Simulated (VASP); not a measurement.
# Hf (Cmcm) in VASP: single point with PBEsol

Aim: the single point of Hf with PBEsol.

All numbers are computed with VASP 6.6.1; they aren't measurements. Logs are shortened: lines on timing, memory, paths and dates and some standing lists are left out, and cuts for length are marked.

### Step 1. The cell of the first run

It takes space group Cmcm (No. 63, orthorhombic). Conventional cell: a = 3.197 Å, b = 6.091 Å, c = 5.058 Å, α = 90.00°, β = 90.00°, γ = 90.00°. Hf (site symmetry m2m) has 12 Hf at 3.16 to 3.44 Å within 4.2 Å.

### Step 2. Single point, PBEsol (strain +0.1000 x Voigt [0, 1, 0, 0, 0, 0])

Input file INCAR:

```
SYSTEM = Hf
PREC = Accurate ; ENCUT = 520
EDIFF = 1E-6 ; ISMEAR = 0
SIGMA = 0.15 ; LREAL = .FALSE.
LASPH = .TRUE. ; NELM = 60
ALGO = Fast ; ISIF = 2
LWAVE = .FALSE. ; LCHARG = .FALSE.
GGA = PS ; NBANDS = 17
```

Input file KPOINTS:

```
regular mesh
0
G
  18 18 10
  0 0 0
```

Input file POSCAR:

```
Hf
1.0
    3.1966985242      0.0000000000      0.0000000000
   -1.5983492621      3.0452643432      0.0000000000
    0.0000000000      0.0000000000      5.0578000000
Hf
2
Direct
    0.3333333333      0.6666666667      0.2500000000
    0.6666666667      0.3333333333      0.7500000000
```

Potentials or basis: VASP PAW PBE potentials, release 64 (Hf_pv).

The run is started by

```bash
> cat potpaw_PBE.64/Hf_pv/POTCAR > POTCAR
> mpirun -np 1 vasp_std > vasp.out
```

OUTCAR:

```text
SYSTEM = Hf
   PREC = Accurate
   ENCUT = 520
   EDIFF = 1E-6
   ISMEAR = 0
   LREAL = .FALSE.
   LASPH = .TRUE.
   NELM = 60
   ISIF = 2
   GGA = PS

 ion  position               nearest neighbor table
   1  0.333  0.667  0.250-   2 3.16   2 3.16   2 3.16   2 3.16   2 3.24   2 3.24
   2  0.667  0.333  0.750-   1 3.16   1 3.16   1 3.16   1 3.16   1 3.24   1 3.24

  LATTYP: Found a base centered orthorhombic cell.
 ALAT       =     3.1966985242
 B/A-ratio  =     1.9052558883
 C/A-ratio  =     1.5821948681

  Lattice vectors:

 A1 = (   1.5983492621,  -3.0452643432,   0.0000000000)
 A2 = (   1.5983492621,   3.0452643432,   0.0000000000)
 A3 = (   0.0000000000,   0.0000000000,   5.0578000000)

Analysis of symmetry for initial positions (statically):
=====================================================================
 Subroutine PRICEL returns:
 Original cell was already a primitive cell.

 Routine SETGRP: Setting up the symmetry group for a
 base centered orthorhombic supercell.

 Subroutine GETGRP returns: Found  8 space group operations
 (whereof  4 operations were pure point group operations)
 out of a pool of  8 trial point group operations.

The static configuration has the point symmetry C_2h.
 The point group associated with its full space group is D_2h.

Analysis of symmetry for dynamics (positions and initial velocities):
=====================================================================
 Subroutine PRICEL returns:
 Original cell was already a primitive cell.

 Routine SETGRP: Setting up the symmetry group for a
 base centered orthorhombic supercell.

 Subroutine GETGRP returns: Found  8 space group operations
 (whereof  4 operations were pure point group operations)
 out of a pool of  8 trial point group operations.

The dynamic configuration has the point symmetry C_2h.
 The point group associated with its full space group is D_2h.

 Subroutine INISYM returns: Found  8 space group operations
 (whereof  4 operations are pure point group operations),
 and found     1 'primitive' translations

----------------------------------------------------------------------------------------

                                     Primitive cell

  volume of cell :      49.2366

  direct lattice vectors                    reciprocal lattice vectors
     3.196698524  0.000000000  0.000000000     0.312822743  0.164189359  0.000000000
    -1.598349262  3.045264343  0.000000000     0.000000000  0.328378718  0.000000000
     0.000000000  0.000000000  5.057800000     0.000000000  0.000000000  0.197714421

  length of vectors
     3.196698524  3.439237602  5.057800000     0.353293382  0.328378718  0.197714421

  position of ions in fractional coordinates (direct lattice)
     0.333333333  0.666666667  0.250000000
     0.666666667  0.333333333  0.750000000

  ion indices of the primitive-cell ions
   primitive index   ion index
                 1           1
                 2           2

----------------------------------------------------------------------------------------

 KPOINTS: regular mesh

Automatic generation of k-mesh.
 Grid dimensions read from file:
 generate k-points for:   18   18   10

 Generating k-lattice:

  Cartesian coordinates                     Fractional coordinates (reciprocal lattice)
     0.017379041  0.009121631  0.000000000     0.055555556  0.000000000  0.000000000
     0.000000000  0.018243262  0.000000000     0.000000000  0.055555556  0.000000000
     0.000000000  0.000000000  0.019771442     0.000000000  0.000000000  0.100000000

  Length of vectors
     0.019627410  0.018243262  0.019771442

  Shift w.r.t. Gamma in fractional coordinates (k-lattice)
     0.000000000  0.000000000  0.000000000

 Subroutine IBZKPT returns following result:
 ===========================================

 Found    546 irreducible k-points:

 Following reciprocal coordinates:
            Coordinates               Weight
  0.000000  0.000000  0.000000      1.000000
  0.055556 -0.000000  0.000000      4.000000
  0.111111 -0.000000  0.000000      4.000000
  0.166667  0.000000  0.000000      4.000000
  0.222222 -0.000000  0.000000      4.000000
  0.277778  0.000000  0.000000      4.000000
[... 16 lines left out ...]
 -0.333333  0.055556  0.000000      4.000000
 -0.277778  0.055556  0.000000      4.000000
 [... further k-points ...]
   k-points           NKPTS =    546   k-points in BZ     NKDIM =    546   number of bands    NBANDS=     17
   number of dos      NEDOS =    301   number of ions     NIONS =      2
   total plane-waves  NPLWV =  26880
   dimension x,y,z NGX =    24 NGY =   28 NGZ =   40
   dimension x,y,z NGXF=    48 NGYF=   56 NGZF=   80
   ions per type =               2
   NGX,Y,Z   is equivalent  to a cutoff of  12.48, 13.53, 13.15 a.u.
   NGXF,Y,Z  is equivalent  to a cutoff of  24.96, 27.07, 26.30 a.u.
 SYSTEM =  Hf
   PREC   = accura    normal or accurate (medium, high low for compatibility)
   ISTART =      0    job   : 0-new  1-cont  2-samecut
   ICHARG =      2    charge: 1-file 2-atom 10-const
   ISPIN  =      1    spin polarized calculation?
   LNONCOLLINEAR =      F non collinear calculations
   LSORBIT =      F    spin-orbit coupling
   LASPH  =      T    aspherical Exc in radial PAW
   ENCUT  =  520.0 eV  38.22 Ry    6.18 a.u.   5.94  6.39  9.40*2*pi/ulx,y,z
   NELM   =     60;   NELMIN=  2; NELMDL= -5     # of ELM steps
   EDIFF  = 0.1E-05   stopping-criterion for ELM
   LREAL  =      F    real-space projection
   EDIFFG = 0.1E-04   stopping-criterion for IOM
   NSW    =      0    number of steps for IOM
   IBRION =     -1    ionic relax: 0-MD 1-quasi-New 2-CG
   NFREE  =      0    steps in history (QN), initial steepest desc. (CG)
   ISIF   =      2    stress and relaxation
   ISYM   =      2    0-nonsym 1-usesym 2-fastsym
   POTIM  = 0.5000    time-step for ionic-motion
   TEBEG  =    0.0;   TEEND  =   0.0 temperature during run
   PSTRESS=    0.0 pullay stress
   NELECT =      20.0000    total number of electrons
   NUPDOWN=      -1.0000    fix difference up-down
   EMIN   =  10.00;   EMAX   =-10.00  energy-range for DOS
   EFERMI =   0.00;   METHOD = LEGACY
   ISMEAR =     0;   SIGMA  =   0.15  broadening in eV -4-tet -1-fermi 0-gaus
   EFERMI_NEDOS =   21; number of points for ismear=-14 and -15
   IALGO  =     68    algorithm
   IMIX   =      4    mixing-type and parameters
     AMIX     =   0.40;   BMIX     =  1.00
     AMIX_MAG =   1.60;   BMIX_MAG =  1.00
  volume/ion in A,a.u.               =      24.62       166.13
  Fermi-wavevector in a.u.,A,eV,Ry     =   1.212426  2.291154 20.000262  1.469978
  Thomas-Fermi vector in A             =   2.347911
   LORBIT       =      0    0 simple, 1 ext, 2 COOP (PROOUT), +10 PAW based schemes
   GGA     = PS    functional components
   LHFCALC =     F    Hartree Fock is set to
   AEXX    =    0.0000 exact exchange contribution
   IVDW    =     0    specifies the selected vdW correction
   LEPSILON=     F    determine dielectric tensor
   LRPA    =     F    only Hartree local field effects (RPA)
 non-spin polarized calculation
 RMM-DIIS sequential band-by-band and
 Gauss-broadening in eV      SIGMA  =   0.15
  energy-cutoff  :      520.00
  volume of cell :       49.24
 maximum number of plane-waves:      1346
   NGX = 11   NGY = 13   NGZ = 19

 number of electron      19.9999999 magnetization

 Free energy of the ion-electron system (eV)
  ---------------------------------------------------
  ext. energy  EPLUGINS =         0.00000000
  ---------------------------------------------------
  free energy    TOTEN  =       -20.67550855 eV

  energy without entropy =      -20.65382375  energy(sigma->0) =      -20.66466615

 E-fermi :   4.0932     XC(G=0): -10.9546

 val. band max:        4.0926318508   @ k =   0.2222   0.2222   0.5000
 cond. band min:       4.0947640372   @ k =   0.1111   0.0556   0.3000
 fundamental gap:      0.0021321864
 Fermi energy:         4.0931849283

 k-point     1 :       0.0000    0.0000    0.0000
  band No.  band energies     occupation
      1     -27.0568      2.00000
      2     -26.5520      2.00000
      3     -26.4589      2.00000
      4     -26.4329      2.00000
      5     -26.3599      2.00000
      6     -26.3363      2.00000
[... 9 lines left out ...]
     16       6.6830      0.00000
     17       8.6116      0.00000

 k-point     2 :       0.0556   -0.0000    0.0000
  band No.  band energies     occupation
      1     -27.0503      2.00000
      2     -26.5556      2.00000
      3     -26.4746      2.00000
      4     -26.4321      2.00000
      5     -26.3633      2.00000
      6     -26.3493      2.00000
[... 9 lines left out ...]
     16       6.5966      0.00000
     17       8.7387      0.00000

 k-point     3 :       0.1111   -0.0000    0.0000
  band No.  band energies     occupation
      1     -27.0313      2.00000
      2     -26.5667      2.00000
      3     -26.5131      2.00000
      4     -26.4383      2.00000
      5     -26.3836      2.00000
      6     -26.3735      2.00000
[... 9 lines left out ...]
     16       6.5441      0.00000
     17       8.9798      0.00000

 k-point     4 :       0.1667    0.0000    0.0000
  band No.  band energies     occupation
      1     -27.0007      2.00000
      2     -26.5914      2.00000
      3     -26.5607      2.00000
      4     -26.4697      2.00000
      5     -26.4170      2.00000
      6     -26.3904      2.00000
[... 9 lines left out ...]
     16       6.8551      0.00000
     17       9.2366      0.00000

 k-point     5 :       0.2222   -0.0000    0.0000
  band No.  band energies     occupation
      1     -26.9604      2.00000
      2     -26.6493      2.00000
      3     -26.5914      2.00000
      4     -26.5315      2.00000
      5     -26.4327      2.00000
      6     -26.4139      2.00000
[... 9 lines left out ...]
     16       7.2313      0.00000
     17       9.4709      0.00000

 k-point     6 :       0.2778    0.0000    0.0000
  band No.  band energies     occupation
      1     -26.9127      2.00000
      2     -26.7204      2.00000
      3     -26.6262      2.00000
      4     -26.5891      2.00000
      5     -26.4440      2.00000
      6     -26.4436      2.00000
[... 9 lines left out ...]
     16       7.6944      0.00000
     17       9.6642      0.00000

 k-point     7 :       0.3333    0.0000    0.0000
  band No.  band energies     occupation
      1     -26.8608      2.00000
      2     -26.7883      2.00000
      3     -26.6841      2.00000
      4     -26.6159      2.00000
      5     -26.4786      2.00000
      6     -26.4538      2.00000
[... 9 lines left out ...]
     16       8.2928      0.00000
     17       9.8098      0.00000

 k-point     8 :       0.3889    0.0000    0.0000
  band No.  band energies     occupation
      1     -26.8439      2.00000
      2     -26.8092      2.00000
      3     -26.7366      2.00000
      4     -26.6311      2.00000
      5     -26.5163      2.00000
      6     -26.4617      2.00000
[... 9 lines left out ...]
     16       9.0395      0.00000
     17       9.9089      0.00000
[... 203 lines left out ...]
      1     -26.8841      2.00000
      2     -26.7715      2.00000
      3     -26.7511      2.00000
      4     -26.6485      2.00000
      5     -26.5636      2.00000
      6     -26.4741      2.00000
[... 9 lines left out ...]
     16      10.0700      0.00000
     17      10.9409      0.00000

 k-point    20 :       0.5000    0.0556    0.0000
  band No.  band energies     occupation
      1     -26.8892      2.00000
      2     -26.7835      2.00000
      3     -26.7474      2.00000
      4     -26.6421      2.00000
      5     -26.5661      2.00000
      6     -26.4731      2.00000
[... 9 lines left out ...]
     16       9.9540      0.00000
     17      10.9395      0.00000

 k-point    21 :      -0.4444    0.0556    0.0000
  band No.  band energies     occupation
      1     -26.8694      2.00000
      2     -26.7788      2.00000
      3     -26.7724      2.00000
      4     -26.6298      2.00000
      5     -26.5395      2.00000
      6     -26.4686      2.00000
[... 9 lines left out ...]
     16       9.8282      0.00000
     17       9.9209      0.00000

 k-point    22 :      -0.3889    0.0556    0.0000
  band No.  band energies     occupation
      1     -26.8273      2.00000
      2     -26.8266      2.00000
      3     -26.7396      2.00000
      4     -26.6119      2.00000
      5     -26.5021      2.00000
      6     -26.4613      2.00000
[... 9 lines left out ...]
     16       8.9776      0.00000
     17       9.8461      0.00000

 k-point    23 :      -0.3333    0.0556    0.0000
  band No.  band energies     occupation
      1     -26.8787      2.00000
      2     -26.7680      2.00000
      3     -26.6900      2.00000
      4     -26.5885      2.00000
      5     -26.4648      2.00000
      6     -26.4523      2.00000
[... 9 lines left out ...]
     16       8.2229      0.00000
     17       9.7244      0.00000

 k-point    24 :      -0.2778    0.0556    0.0000
  band No.  band energies     occupation
      1     -26.9290      2.00000
      2     -26.6990      2.00000
      3     -26.6345      2.00000
      4     -26.5562      2.00000
      5     -26.4429      2.00000
      6     -26.4317      2.00000
[... 9 lines left out ...]
     16       7.5960      0.00000
     17       9.5535      0.00000

 [... further k-points ...]

------------------------ aborting loop because EDIFF is reached ----------------------------------------

  FORCE on cell =-STRESS in cart. coord.  units (eV):
  Direction    XX          YY          ZZ          XY          YZ          ZX
  --------------------------------------------------------------------------------------
  -------------------------------------------------------------------------------------
  Total       -2.5911101     -5.1730122     -3.0381011      0.0000000      0.0000000      0.0000000
  in kB      -84.3156359   -168.3316412    -98.8608812      0.0000000      0.0000000      0.0000000
  external PRESSURE =    -117.1693861 kB  Pullay stress =       0.0000000 kB

 VOLUME and BASIS-vectors are now :
 -----------------------------------------------------------------------------
  energy-cutoff  :      520.00
  volume of cell :       49.24
      direct lattice vectors                 reciprocal lattice vectors
     3.196698524  0.000000000  0.000000000     0.312822743  0.164189359  0.000000000
    -1.598349262  3.045264343  0.000000000     0.000000000  0.328378718  0.000000000
     0.000000000  0.000000000  5.057800000     0.000000000  0.000000000  0.197714421

 POSITION                                       TOTAL-FORCE (eV/Angst)
 -----------------------------------------------------------------------------------
     -0.00000      2.03018      1.26445         0.000000      0.187843      0.000000
      1.59835      1.01509      3.79335        -0.000000     -0.187843     -0.000000
 -----------------------------------------------------------------------------------
    total drift:                                0.000000     -0.000000      0.000000

  FREE ENERGIE OF THE ION-ELECTRON SYSTEM (eV)
  ---------------------------------------------------
  free  energy   TOTEN  =       -20.6755085519 eV

  energy  without entropy=      -20.6538237464  energy(sigma->0) =      -20.66466615
```

It took 5.3 min on 1 thread of Intel Xeon Platinum 8259CL at 2.50GHz (Skylake/Cascade Lake), shared host; peak memory 0.47 GiB.

Results:

```yaml
Free_energy: -20.6755 eV
Pressure: -11.7 GPa
Largest_force: 0.188 eV/Å
Band_gap_on_the_k_mesh: zero (bands 10 and 11 overlap by 1.20 eV)
```

Forces in eV/Å, atoms in the order of the input:
```
Hf   0.000  0.188  0.000
Hf   0.000 -0.188  0.000
```

Caveat: the cell differs from its parent crystal (strain +0.1000 x Voigt [0, 1, 0, 0, 0, 0]); the stress differs along the axes, from -17 to -8 GPa; the PAW data sets were made with another functional, which shifts forces and pressure a little; spin-orbit coupling is left out, which moves the levels of the heavy elements.
